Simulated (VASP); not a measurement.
HfBr:

```
Hf Br
1.0
     3.66651    0.00000    0.00000
     0.00000    3.66651    0.00000
     0.00000    0.00000    4.13093
Hf Br
1 1
Direct
  0.00000 0.00000 0.00000
  0.50000 0.50000 0.50000
```

The cell was generated, and may not be a known phase.

| Property | Result |
| --- | --- |
| Program | VASP 6.6.1 |
| Task | relaxation of cell and atoms |
| Functional | PBE |
| Potentials or basis | VASP PAW PBE potentials, release 64 (Hf_pv, Br) |
| Cutoff | 600 eV |
| k mesh | 6 × 6 × 4 |
| Occupations | gaussian, width 0.1 eV |
| Spin | no spin polarisation |

At the start: pressure -10.8 GPa; volume 27.77 Å³/atom.

Task: Where does the relaxation end?

Result: Over 14 steps the energy falls by 329.8 meV/atom and the volume is 20.62 Å³/atom (-25.7 %); space group P4/mmm (No. 123, to 0.1 Å) before and after.

Step by step:
| step | energy change (eV) | largest force (eV/Å) | pressure (GPa) | volume (Å³) |
| --- | --- | --- | --- | --- |
| 1 | 0.0000 | 0.0000 | -10.83 | 55.53 |
| 2 | -0.6144 | 0.0000 | -1.51 | 41.77 |
| 3 | -0.6228 | 0.0000 | -0.44 | 40.58 |
| 4 | -0.6040 | 0.0000 | 3.94 | 38.27 |
| 5 | -0.6235 | 0.0000 | -0.05 | 40.27 |
| 6 | -0.6236 | 0.0000 | 0.32 | 39.99 |
| 7 | -0.6404 | 0.0000 | 0.98 | 39.85 |
| 8 | -0.6472 | 0.0000 | 1.97 | 39.70 |
| 9 | -0.6573 | 0.0000 | -0.07 | 40.98 |
| 10 | -0.6575 | 0.0000 | -0.41 | 41.21 |
| 11 | -0.6575 | 0.0000 | -0.38 | 41.18 |
| 12 | -0.6588 | 0.0000 | -0.18 | 41.21 |
| 13 | -0.6591 | 0.0000 | 0.30 | 41.26 |
| 14 | -0.6595 | 0.0000 | 0.04 | 41.23 |

Final structure:
```
Hf Br
1.0
     3.19746    0.00000    0.00000
     0.00000    3.19746    0.00000
     0.00000    0.00000    4.03322
Hf Br
1 1
Direct
  0.00000 0.00000 0.00000
  0.50000 0.50000 0.50000
```

Caveat: the k points lie up to 0.39 Å⁻¹ apart in the final cell, too coarse for converged energies and pressures of a metal; the volume moved by over 15 % at a fixed basis, so the end points are rough; an odd number of electrons without spin polarisation forces a metal; a magnetic or distorted state may lie lower.
